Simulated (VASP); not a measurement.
# CsSn2 (P-3m1) in VASP: single point with PBE

Aim: the single point of CsSn2 with PBE.

All numbers are computed with VASP 6.6.1; they aren't measurements. Logs are shortened: lines on timing, memory, paths and dates and some standing lists are left out, and cuts for length are marked.

### Step 1. The cell of the first run

The structure is trigonal, space group P-3m1 (No. 164). Conventional cell: a = 4.775 Å, b = 4.775 Å, c = 6.579 Å, α = 90.00°, β = 90.00°, γ = 120.00°. Within 5.2 Å of Cs (site symmetry -3m) lie 12 Sn at 3.93 to 4.67 Å and 6 Cs at 4.78 Å. Sn (site symmetry 3m) has 3 Sn at 2.92 Å and 3 Cs at 3.93 Å within 4.0 Å.

### Step 2. Single point, PBE

INCAR

```
ALGO     = Fast           # electronic algorithm
EDIFF    = 1E-6           # SCF threshold, eV
ENCUT    = 520            # plane-wave cutoff, eV
GGA      = PE             # functional
ISIF     = 2              # what is computed and relaxed
ISMEAR   = 0              # smearing method
LASPH    = True           # aspherical terms in the spheres
LCHARG   = False          # write CHGCAR
LREAL    = False          # projectors in reciprocal space
LWAVE    = False          # write WAVECAR
NBANDS   = 26             # bands
NELM     = 60             # most SCF steps
PREC     = Accurate       # precision mode
SIGMA    = 0.1            # smearing width, eV
```

KPOINTS

```
k-points
0
Gamma
  12 12 8
```

POSCAR

```
CsSn2
1.0
    4.7750976303      0.0000000000      0.0000000000
   -2.3875488151      4.1353558534      0.0000000000
    0.0000000000      0.0000000000      6.5789617187
Cs Sn
1 2
Direct
    0.0000000000      0.0000000000      0.0000000000
    0.3333333333      0.6666666667      0.5734589153
    0.6666666667      0.3333333333      0.4265410847
```

Potentials or basis: VASP PAW PBE potentials, release 64 (Cs_sv, Sn_d).

Command:

```sh
> cat potpaw_PBE.64/Cs_sv/POTCAR potpaw_PBE.64/Sn_d/POTCAR > POTCAR
> mpirun -np 1 vasp_std > vasp.out
```

OUTCAR:

```text
EDIFF = 1E-6
   ENCUT = 520
   GGA = PE
   ISIF = 2
   ISMEAR = 0
   LASPH = True
   LREAL = False
   NELM = 60
   PREC = Accurate

 ion  position               nearest neighbor table
   1  0.000  0.000  0.000-
   2  0.333  0.667  0.573-   3 2.92   3 2.92   3 2.92
   3  0.667  0.333  0.427-   2 2.92   2 2.92   2 2.92

  LATTYP: Found a hexagonal cell.
 ALAT       =     4.7750976303
 C/A-ratio  =     1.3777648601

  Lattice vectors:

 A1 = (   4.7750976303,   0.0000000000,   0.0000000000)
 A2 = (  -2.3875488151,   4.1353558534,   0.0000000000)
 A3 = (   0.0000000000,   0.0000000000,   6.5789617187)

Analysis of symmetry for initial positions (statically):
=====================================================================
 Subroutine PRICEL returns:
 Original cell was already a primitive cell.

 Routine SETGRP: Setting up the symmetry group for a
 hexagonal supercell.

 Subroutine GETGRP returns: Found 12 space group operations
 (whereof 12 operations were pure point group operations)
 out of a pool of 24 trial point group operations.

The static configuration has the point symmetry D_3d.

Analysis of symmetry for dynamics (positions and initial velocities):
=====================================================================
 Subroutine PRICEL returns:
 Original cell was already a primitive cell.

 Routine SETGRP: Setting up the symmetry group for a
 hexagonal supercell.

 Subroutine GETGRP returns: Found 12 space group operations
 (whereof 12 operations were pure point group operations)
 out of a pool of 24 trial point group operations.

The dynamic configuration has the point symmetry D_3d.

 Subroutine INISYM returns: Found 12 space group operations
 (whereof 12 operations are pure point group operations),
 and found     1 'primitive' translations

----------------------------------------------------------------------------------------

                                     Primitive cell

  volume of cell :     129.9130

  direct lattice vectors                    reciprocal lattice vectors
     4.775097630  0.000000000  0.000000000     0.209419802  0.120908579  0.000000000
    -2.387548815  4.135355853  0.000000000     0.000000000  0.241817158  0.000000000
     0.000000000  0.000000000  6.578961719     0.000000000  0.000000000  0.151999668

  length of vectors
     4.775097630  4.775097630  6.578961719     0.241817158  0.241817158  0.151999668

  position of ions in fractional coordinates (direct lattice)
     0.000000000  0.000000000  0.000000000
     0.333333333  0.666666667  0.573458915
     0.666666667  0.333333333  0.426541085

  ion indices of the primitive-cell ions
   primitive index   ion index
                 1           1
                 2           2
                 3           3

----------------------------------------------------------------------------------------

 KPOINTS: k-points

Automatic generation of k-mesh.
 Grid dimensions read from file:
 generate k-points for:   12   12    8

 Generating k-lattice:

  Cartesian coordinates                     Fractional coordinates (reciprocal lattice)
     0.017451650  0.010075715  0.000000000     0.083333333  0.000000000  0.000000000
     0.000000000  0.020151430  0.000000000     0.000000000  0.083333333  0.000000000
     0.000000000  0.000000000  0.018999959     0.000000000  0.000000000  0.125000000

  Length of vectors
     0.020151430  0.020151430  0.018999959

  Shift w.r.t. Gamma in fractional coordinates (k-lattice)
     0.000000000  0.000000000  0.000000000

 Subroutine IBZKPT returns following result:
 ===========================================

 Found    131 irreducible k-points:

 Following reciprocal coordinates:
            Coordinates               Weight
  0.000000  0.000000  0.000000      1.000000
  0.083333  0.000000  0.000000      6.000000
  0.166667  0.000000  0.000000      6.000000
  0.250000  0.000000  0.000000      6.000000
  0.333333  0.000000  0.000000      6.000000
  0.416667  0.000000  0.000000      6.000000
[... 16 lines left out ...]
  0.166667  0.000000  0.125000      6.000000
  0.000000  0.166667  0.125000      6.000000
 [... further k-points ...]
   k-points           NKPTS =    131   k-points in BZ     NKDIM =    131   number of bands    NBANDS=     26
   number of dos      NEDOS =    301   number of ions     NIONS =      3
   total plane-waves  NPLWV =  64800
   dimension x,y,z NGX =    36 NGY =   36 NGZ =   50
   dimension x,y,z NGXF=    72 NGYF=   72 NGZF=  100
   ions per type =               1   2
   NGX,Y,Z   is equivalent  to a cutoff of  12.53, 12.53, 12.63 a.u.
   NGXF,Y,Z  is equivalent  to a cutoff of  25.07, 25.07, 25.27 a.u.
 SYSTEM =  unknown system
   PREC   = accura    normal or accurate (medium, high low for compatibility)
   ISTART =      0    job   : 0-new  1-cont  2-samecut
   ICHARG =      2    charge: 1-file 2-atom 10-const
   ISPIN  =      1    spin polarized calculation?
   LNONCOLLINEAR =      F non collinear calculations
   LSORBIT =      F    spin-orbit coupling
   LASPH  =      T    aspherical Exc in radial PAW
   ENCUT  =  520.0 eV  38.22 Ry    6.18 a.u.   8.88  8.88 12.23*2*pi/ulx,y,z
   NELM   =     60;   NELMIN=  2; NELMDL= -5     # of ELM steps
   EDIFF  = 0.1E-05   stopping-criterion for ELM
   LREAL  =      F    real-space projection
   EDIFFG = 0.1E-04   stopping-criterion for IOM
   NSW    =      0    number of steps for IOM
   IBRION =     -1    ionic relax: 0-MD 1-quasi-New 2-CG
   NFREE  =      0    steps in history (QN), initial steepest desc. (CG)
   ISIF   =      2    stress and relaxation
   ISYM   =      2    0-nonsym 1-usesym 2-fastsym
   POTIM  = 0.5000    time-step for ionic-motion
   TEBEG  =    0.0;   TEEND  =   0.0 temperature during run
   PSTRESS=    0.0 pullay stress
   NELECT =      37.0000    total number of electrons
   NUPDOWN=      -1.0000    fix difference up-down
   EMIN   =  10.00;   EMAX   =-10.00  energy-range for DOS
   EFERMI =   0.00;   METHOD = LEGACY
   ISMEAR =     0;   SIGMA  =   0.10  broadening in eV -4-tet -1-fermi 0-gaus
   EFERMI_NEDOS =   21; number of points for ismear=-14 and -15
   IALGO  =     68    algorithm
   IMIX   =      4    mixing-type and parameters
     AMIX     =   0.40;   BMIX     =  1.00
     AMIX_MAG =   1.60;   BMIX_MAG =  1.00
  volume/ion in A,a.u.               =      43.30       292.23
  Fermi-wavevector in a.u.,A,eV,Ry     =   1.077105  2.035433 15.784860  1.160154
  Thomas-Fermi vector in A             =   2.213007
   LORBIT       =      0    0 simple, 1 ext, 2 COOP (PROOUT), +10 PAW based schemes
   GGA     = PE    functional components
   LHFCALC =     F    Hartree Fock is set to
   AEXX    =    0.0000 exact exchange contribution
   IVDW    =     0    specifies the selected vdW correction
   LEPSILON=     F    determine dielectric tensor
   LRPA    =     F    only Hartree local field effects (RPA)
 non-spin polarized calculation
 RMM-DIIS sequential band-by-band and
 Gauss-broadening in eV      SIGMA  =   0.10
  energy-cutoff  :      520.00
  volume of cell :      129.91
 maximum number of plane-waves:      3525
   NGX = 17   NGY = 17   NGZ = 25

 number of electron      36.9999995 magnetization

 Free energy of the ion-electron system (eV)
  ---------------------------------------------------
  ext. energy  EPLUGINS =         0.00000000
  ---------------------------------------------------
  free energy    TOTEN  =        -9.14422900 eV

  energy without entropy =       -9.13699955  energy(sigma->0) =       -9.14061428

 E-fermi :   3.5946     XC(G=0):  -8.1318

 val. band max:        3.5898380342   @ k =   0.0833   0.0000   0.0000
 cond. band min:       3.6016006202   @ k =   0.0000   0.3333   0.3750
 fundamental gap:      0.0117625859
 Fermi energy:         3.5945602989

 k-point     1 :       0.0000    0.0000    0.0000
  band No.  band energies     occupation
      1     -18.9720      2.00000
      2     -17.7353      2.00000
      3     -17.7353      2.00000
      4     -17.6513      2.00000
      5     -17.6513      2.00000
      6     -17.5926      2.00000
[... 18 lines left out ...]
     25       7.7885      0.00000
     26       8.0951      0.00000

 k-point     2 :       0.0833    0.0000    0.0000
  band No.  band energies     occupation
      1     -18.9703      2.00000
      2     -17.7373      2.00000
      3     -17.7357      2.00000
      4     -17.6493      2.00000
      5     -17.6472      2.00000
      6     -17.5942      2.00000
[... 18 lines left out ...]
     25       7.8898      0.00000
     26       8.4069      0.00000

 k-point     3 :       0.1667    0.0000    0.0000
  band No.  band energies     occupation
      1     -18.9655      2.00000
      2     -17.7419      2.00000
      3     -17.7359      2.00000
      4     -17.6459      2.00000
      5     -17.6369      2.00000
      6     -17.5991      2.00000
[... 18 lines left out ...]
     25       8.4525      0.00000
     26       8.5398      0.00000

 k-point     4 :       0.2500    0.0000    0.0000
  band No.  band energies     occupation
      1     -18.9590      2.00000
      2     -17.7467      2.00000
      3     -17.7333      2.00000
      4     -17.6458      2.00000
      5     -17.6237      2.00000
      6     -17.6077      2.00000
[... 18 lines left out ...]
     25       8.3236      0.00000
     26       8.9946      0.00000
[... 496 lines left out ...]
      1     -18.9702      2.00000
      2     -17.7373      2.00000
      3     -17.7357      2.00000
      4     -17.6493      2.00000
      5     -17.6472      2.00000
      6     -17.5942      2.00000
[... 18 lines left out ...]
     25       7.8845      0.00000
     26       8.3962      0.00000

 k-point    23 :       0.1667    0.0000    0.1250
  band No.  band energies     occupation
      1     -18.9654      2.00000
      2     -17.7419      2.00000
      3     -17.7358      2.00000
      4     -17.6459      2.00000
      5     -17.6369      2.00000
      6     -17.5992      2.00000
[... 18 lines left out ...]
     25       7.8635      0.00000
     26       8.4021      0.00000

 k-point    24 :       0.0000    0.1667    0.1250
  band No.  band energies     occupation
      1     -18.9654      2.00000
      2     -17.7419      2.00000
      3     -17.7359      2.00000
      4     -17.6459      2.00000
      5     -17.6369      2.00000
      6     -17.5992      2.00000
[... 18 lines left out ...]
     25       8.2399      0.00000
     26       8.3010      0.00000

 [... further k-points ...]

------------------------ aborting loop because EDIFF is reached ----------------------------------------

  FORCE on cell =-STRESS in cart. coord.  units (eV):
  Direction    XX          YY          ZZ          XY          YZ          ZX
  --------------------------------------------------------------------------------------
  -------------------------------------------------------------------------------------
  Total       -0.0273293     -0.0273293      0.0298162     -0.0000000      0.0000000     -0.0000000
  in kB       -0.3370437     -0.3370437      0.3677140     -0.0000000      0.0000000     -0.0000000
  external PRESSURE =      -0.1021245 kB  Pullay stress =       0.0000000 kB

 VOLUME and BASIS-vectors are now :
 -----------------------------------------------------------------------------
  energy-cutoff  :      520.00
  volume of cell :      129.91
      direct lattice vectors                 reciprocal lattice vectors
     4.775097630  0.000000000  0.000000000     0.209419802  0.120908579  0.000000000
    -2.387548815  4.135355853  0.000000000     0.000000000  0.241817158  0.000000000
     0.000000000  0.000000000  6.578961719     0.000000000  0.000000000  0.151999668

 POSITION                                       TOTAL-FORCE (eV/Angst)
 -----------------------------------------------------------------------------------
      0.00000      0.00000      0.00000         0.000000      0.000000      0.000000
     -0.00000      2.75690      3.77276        -0.000000      0.000000     -0.002331
      2.38755      1.37845      2.80620         0.000000     -0.000000      0.002331
 -----------------------------------------------------------------------------------
    total drift:                                0.000000      0.000000      0.000000

  FREE ENERGIE OF THE ION-ELECTRON SYSTEM (eV)
  ---------------------------------------------------
  free  energy   TOTEN  =        -9.1442290035 eV

  energy  without entropy=       -9.1369995483  energy(sigma->0) =       -9.14061428
```

Run time: 8.5 min. Hardware: 1 thread of Intel Xeon Platinum 8259CL at 2.50GHz (Skylake/Cascade Lake), shared host; peak memory 0.51 GiB.

What came out:

- Free energy: -9.1442 eV
- Pressure: 0.0 GPa
- Band gap on the k mesh: zero (an odd number of electrons rules out a gap without spin polarisation)

Forces in eV/Å, atoms in the order of the input:
```
Cs   0.000  0.000  0.000
Sn   0.000  0.000 -0.002
Sn   0.000  0.000  0.002
```

Caveat: spin-orbit coupling is left out, which moves the levels of the heavy elements.
